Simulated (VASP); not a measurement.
# WC (P-6m2) in VASP: single point with PBE

Aim: the single point of WC with PBE.

Program: VASP 6.6.1. These are calculated values, not measurements. Logs are shortened: lines on timing, memory, paths and dates and some standing lists are left out, and cuts for length are marked.

### Step 1. The cell of the first run

It takes space group P-6m2 (No. 187, hexagonal). The conventional cell has a = 2.907 Å, b = 2.907 Å, c = 2.837 Å, α = 90.00°, β = 90.00°, γ = 120.00°. Within 2.9 Å of W (site symmetry -6m2) lie 6 C at 2.20 Å and 2 W at 2.84 Å. Within 2.9 Å of C (site symmetry -6m2) lie 6 W at 2.20 Å and 2 C at 2.84 Å.

### Step 2. Single point, PBE

Input file INCAR:

```
PREC     = Accurate       # precision mode
ENCUT    = 520            # plane-wave cutoff, eV
EDIFF    = 1E-6           # SCF threshold, eV
ISMEAR   = 0              # smearing method
SIGMA    = 0.05           # smearing width, eV
LREAL    = F              # projectors in reciprocal space
LASPH    = T              # aspherical terms in the spheres
NELM     = 100            # most SCF steps
ALGO     = Normal         # electronic algorithm
ISIF     = 2              # what is computed and relaxed
LWAVE    = F              # write WAVECAR
LCHARG   = F              # write CHGCAR
GGA      = PE             # functional
NBANDS   = 16             # bands
```

Input file KPOINTS:

```
Automatic mesh
0
Gamma
  18 18 14
```

Input file POSCAR:

```
WC
1.0
    2.9065000000      0.0000000000      0.0000000000
   -1.4532500000      2.5171028400      0.0000000000
    0.0000000000      0.0000000000      2.8366000000
W C
1 1
Direct
    0.0000000000      0.0000000000      0.0000000000
    0.6666666700      0.3333333300      0.5000000000
```

Potentials or basis: VASP PAW PBE potentials, release 64 (W_sv, C).

Command:

```
$ cat potpaw_PBE.64/W_sv/POTCAR potpaw_PBE.64/C/POTCAR > POTCAR
$ mpirun -np 1 vasp_std > vasp.out
```

OUTCAR:

```text
PREC = Accurate
   ENCUT = 520
   EDIFF = 1E-6
   ISMEAR = 0
   LREAL = F
   LASPH = T
   NELM = 100
   ISIF = 2
   GGA = PE

 ion  position               nearest neighbor table
   1  0.000  0.000  0.000-   2 2.20   2 2.20   2 2.20   2 2.20   2 2.20   2 2.20
   2  0.667  0.333  0.500-   1 2.20   1 2.20   1 2.20   1 2.20   1 2.20   1 2.20

  LATTYP: Found a hexagonal cell.
 ALAT       =     2.9065000000
 C/A-ratio  =     0.9759504559

  Lattice vectors:

 A1 = (   2.9065000000,   0.0000000000,   0.0000000000)
 A2 = (  -1.4532500000,   2.5171028400,   0.0000000000)
 A3 = (   0.0000000000,   0.0000000000,   2.8366000000)

Analysis of symmetry for initial positions (statically):
=====================================================================
 Subroutine PRICEL returns:
 Original cell was already a primitive cell.

 Routine SETGRP: Setting up the symmetry group for a
 hexagonal supercell.

 Subroutine GETGRP returns: Found 12 space group operations
 (whereof 12 operations were pure point group operations)
 out of a pool of 24 trial point group operations.

The static configuration has the point symmetry D_3h.

Analysis of symmetry for dynamics (positions and initial velocities):
=====================================================================
 Subroutine PRICEL returns:
 Original cell was already a primitive cell.

 Routine SETGRP: Setting up the symmetry group for a
 hexagonal supercell.

 Subroutine GETGRP returns: Found 12 space group operations
 (whereof 12 operations were pure point group operations)
 out of a pool of 24 trial point group operations.

The dynamic configuration has the point symmetry D_3h.

 Subroutine INISYM returns: Found 12 space group operations
 (whereof 12 operations are pure point group operations),
 and found     1 'primitive' translations

----------------------------------------------------------------------------------------

                                     Primitive cell

  volume of cell :      20.7525

  direct lattice vectors                    reciprocal lattice vectors
     2.906500000  0.000000000  0.000000000     0.344056425  0.198641069  0.000000000
    -1.453250000  2.517102840  0.000000000     0.000000000  0.397282139  0.000000000
     0.000000000  0.000000000  2.836600000     0.000000000  0.000000000  0.352534725

  length of vectors
     2.906500000  2.906500003  2.836600000     0.397282139  0.397282139  0.352534725

  position of ions in fractional coordinates (direct lattice)
     0.000000000  0.000000000  0.000000000
     0.666666670  0.333333330  0.500000000

  ion indices of the primitive-cell ions
   primitive index   ion index
                 1           1
                 2           2

----------------------------------------------------------------------------------------

 KPOINTS: Automatic mesh

Automatic generation of k-mesh.
 Grid dimensions read from file:
 generate k-points for:   18   18   14

 Generating k-lattice:

  Cartesian coordinates                     Fractional coordinates (reciprocal lattice)
     0.019114246  0.011035615  0.000000000     0.055555556  0.000000000  0.000000000
     0.000000000  0.022071230  0.000000000     0.000000000  0.055555556  0.000000000
     0.000000000  0.000000000  0.025181052     0.000000000  0.000000000  0.071428571

  Length of vectors
     0.022071230  0.022071230  0.025181052

  Shift w.r.t. Gamma in fractional coordinates (k-lattice)
     0.000000000  0.000000000  0.000000000

 Subroutine IBZKPT returns following result:
 ===========================================

 Found    296 irreducible k-points:

 Following reciprocal coordinates:
            Coordinates               Weight
  0.000000  0.000000  0.000000      1.000000
  0.055556  0.000000  0.000000      6.000000
  0.111111  0.000000  0.000000      6.000000
  0.166667  0.000000  0.000000      6.000000
  0.222222  0.000000  0.000000      6.000000
  0.277778  0.000000  0.000000      6.000000
[... 16 lines left out ...]
  0.333333  0.111111  0.000000     12.000000
  0.388889  0.111111  0.000000     12.000000
 [... further k-points ...]
   k-points           NKPTS =    296   k-points in BZ     NKDIM =    296   number of bands    NBANDS=     16
   number of dos      NEDOS =    301   number of ions     NIONS =      2
   total plane-waves  NPLWV =  13824
   dimension x,y,z NGX =    24 NGY =   24 NGZ =   24
   dimension x,y,z NGXF=    48 NGYF=   48 NGZF=   48
   ions per type =               1   1
   NGX,Y,Z   is equivalent  to a cutoff of  13.73, 13.73, 14.07 a.u.
   NGXF,Y,Z  is equivalent  to a cutoff of  27.46, 27.46, 28.13 a.u.
 SYSTEM =  unknown system
   PREC   = accura    normal or accurate (medium, high low for compatibility)
   ISTART =      0    job   : 0-new  1-cont  2-samecut
   ICHARG =      2    charge: 1-file 2-atom 10-const
   ISPIN  =      1    spin polarized calculation?
   LNONCOLLINEAR =      F non collinear calculations
   LSORBIT =      F    spin-orbit coupling
   LASPH  =      T    aspherical Exc in radial PAW
   ENCUT  =  520.0 eV  38.22 Ry    6.18 a.u.   5.40  5.40  5.27*2*pi/ulx,y,z
   NELM   =    100;   NELMIN=  2; NELMDL= -5     # of ELM steps
   EDIFF  = 0.1E-05   stopping-criterion for ELM
   LREAL  =      F    real-space projection
   EDIFFG = 0.1E-04   stopping-criterion for IOM
   NSW    =      0    number of steps for IOM
   IBRION =     -1    ionic relax: 0-MD 1-quasi-New 2-CG
   NFREE  =      0    steps in history (QN), initial steepest desc. (CG)
   ISIF   =      2    stress and relaxation
   ISYM   =      2    0-nonsym 1-usesym 2-fastsym
   POTIM  = 0.5000    time-step for ionic-motion
   TEBEG  =    0.0;   TEEND  =   0.0 temperature during run
   PSTRESS=    0.0 pullay stress
   NELECT =      18.0000    total number of electrons
   NUPDOWN=      -1.0000    fix difference up-down
   EMIN   =  10.00;   EMAX   =-10.00  energy-range for DOS
   EFERMI =   0.00;   METHOD = LEGACY
   ISMEAR =     0;   SIGMA  =   0.05  broadening in eV -4-tet -1-fermi 0-gaus
   EFERMI_NEDOS =   21; number of points for ismear=-14 and -15
   IALGO  =     38    algorithm
   IMIX   =      4    mixing-type and parameters
     AMIX     =   0.40;   BMIX     =  1.00
     AMIX_MAG =   1.60;   BMIX_MAG =  1.00
  volume/ion in A,a.u.               =      10.38        70.02
  Fermi-wavevector in a.u.,A,eV,Ry     =   1.561262  2.950358 33.164744  2.437540
  Thomas-Fermi vector in A             =   2.664353
   LORBIT       =      0    0 simple, 1 ext, 2 COOP (PROOUT), +10 PAW based schemes
   GGA     = PE    functional components
   LHFCALC =     F    Hartree Fock is set to
   AEXX    =    0.0000 exact exchange contribution
   IVDW    =     0    specifies the selected vdW correction
   LEPSILON=     F    determine dielectric tensor
   LRPA    =     F    only Hartree local field effects (RPA)
 non-spin polarized calculation
 Gauss-broadening in eV      SIGMA  =   0.05
  energy-cutoff  :      520.00
  volume of cell :       20.75
 maximum number of plane-waves:       580
 NGX is ok and might be reduce to    24
   NGX = 11   NGY = 11   NGZ = 11

 number of electron      18.0000000 magnetization

 Free energy of the ion-electron system (eV)
  ---------------------------------------------------
  ext. energy  EPLUGINS =         0.00000000
  ---------------------------------------------------
  free energy    TOTEN  =       -22.44214277 eV

  energy without entropy =      -22.44179635  energy(sigma->0) =      -22.44196956

 E-fermi :  11.0655     XC(G=0): -13.7998

 val. band max:       11.0374847304   @ k =   0.0556   0.0000   0.2143
 cond. band min:      11.0757088642   @ k =   0.4444   0.0000   0.5000
 fundamental gap:      0.0382241339
 Fermi energy:        11.0655068625

 k-point     1 :       0.0000    0.0000    0.0000
  band No.  band energies     occupation
      1     -62.9235      2.00000
      2     -26.9028      2.00000
      3     -26.8032      2.00000
      4     -26.8032      2.00000
      5      -3.3714      2.00000
      6       6.7671      2.00000
[... 8 lines left out ...]
     15      25.4239      0.00000
     16      27.8174      0.00000

 k-point     2 :       0.0556    0.0000    0.0000
  band No.  band energies     occupation
      1     -62.9217      2.00000
      2     -26.8994      2.00000
      3     -26.8292      2.00000
      4     -26.8091      2.00000
      5      -3.2898      2.00000
      6       6.7982      2.00000
[... 8 lines left out ...]
     15      25.2363      0.00000
     16      27.9898      0.00000

 k-point     3 :       0.1111    0.0000    0.0000
  band No.  band energies     occupation
      1     -62.9167      2.00000
      2     -26.9033      2.00000
      3     -26.8898      2.00000
      4     -26.8259      2.00000
      5      -3.0515      2.00000
      6       6.7715      2.00000
[... 8 lines left out ...]
     15      24.9243      0.00000
     16      28.4865      0.00000

 k-point     4 :       0.1667    0.0000    0.0000
  band No.  band energies     occupation
      1     -62.9089      2.00000
      2     -27.0153      2.00000
      3     -26.8751      2.00000
      4     -26.8516      2.00000
      5      -2.6750      2.00000
      6       6.3963      2.00000
[... 8 lines left out ...]
     15      24.7602      0.00000
     16      29.2528      0.00000
[... 324 lines left out ...]
 k-point    22 :       0.2778    0.1111    0.0000
  band No.  band energies     occupation
      1     -62.8773      2.00000
      2     -27.4174      2.00000
      3     -26.9957      2.00000
      4     -26.8146      2.00000
      5      -0.8835      2.00000
      6       4.7802      2.00000
[... 8 lines left out ...]
     15      26.2079      0.00000
     16      27.6612      0.00000

 k-point    23 :       0.3333    0.1111    0.0000
  band No.  band energies     occupation
      1     -62.8700      2.00000
      2     -27.5072      2.00000
      3     -27.0278      2.00000
      4     -26.8006      2.00000
      5      -0.3707      2.00000
      6       4.4379      2.00000
[... 8 lines left out ...]
     15      25.7228      0.00000
     16      27.9039      0.00000

 k-point    24 :       0.3889    0.1111    0.0000
  band No.  band energies     occupation
      1     -62.8652      2.00000
      2     -27.5653      2.00000
      3     -27.0487      2.00000
      4     -26.7914      2.00000
      5       0.0034      2.00000
      6       4.2098      2.00000
[... 8 lines left out ...]
     15      24.8696      0.00000
     16      28.5959      0.00000

 [... further k-points ...]
[... 5 lines left out ...]
  --------------------------------------------------------------------------------------
  -------------------------------------------------------------------------------------
  Total        0.8613455      0.8613455      0.8700361      0.0000000     -0.0000000      0.0000000
  in kB       66.4995299     66.4995301     67.1704790      0.0000000     -0.0000000      0.0000000
  external PRESSURE =      66.7231796 kB  Pullay stress =       0.0000000 kB

 VOLUME and BASIS-vectors are now :
 -----------------------------------------------------------------------------
  energy-cutoff  :      520.00
  volume of cell :       20.75
      direct lattice vectors                 reciprocal lattice vectors
     2.906500000  0.000000000  0.000000000     0.344056425  0.198641069  0.000000000
    -1.453250000  2.517102840  0.000000000     0.000000000  0.397282139  0.000000000
     0.000000000  0.000000000  2.836600000     0.000000000  0.000000000  0.352534725

 POSITION                                       TOTAL-FORCE (eV/Angst)
 -----------------------------------------------------------------------------------
      0.00000      0.00000      0.00000        -0.000000      0.000000      0.000000
      1.45325      0.83903      1.41830         0.000000     -0.000000      0.000000
 -----------------------------------------------------------------------------------
    total drift:                               -0.000003      0.000002     -0.000000

  FREE ENERGIE OF THE ION-ELECTRON SYSTEM (eV)
  ---------------------------------------------------
  free  energy   TOTEN  =       -22.4421427709 eV

  energy  without entropy=      -22.4417963524  energy(sigma->0) =      -22.44196956
```

Run time: 67 s. Hardware: 1 thread of AMD EPYC 7R13 (Zen 3), shared host; peak memory 0.19 GiB.

Results:

```yaml
Free_energy: -22.4421 eV
Pressure: 6.7 GPa
Band_gap_on_the_k_mesh: zero (band 9 reaches 11.70 eV, above the bottom of band 10 at 10.49 eV)
```

Levels at points of the mesh, in eV from the Fermi level:
| k point | band 7 | band 8 | band 9 | band 10 | band 11 | band 12 |
| --- | --- | --- | --- | --- | --- | --- |
| (0.00, 0.00, 0.00) | -3.32 | -3.32 | 0.10 | 3.25 | 3.25 | 5.64 |
| (0.50, 0.00, 0.00) | -3.60 | -3.56 | -0.45 | 2.36 | 4.54 | 4.90 |
| (0.00, 0.00, 0.50) | -2.00 | -2.00 | -0.57 | -0.57 | 3.68 | 4.54 |
| (0.50, 0.00, 0.50) | -4.30 | -4.18 | 0.29 | 4.45 | 5.32 | 6.65 |

Caveat: spin-orbit coupling is left out, which moves the levels of the heavy elements.
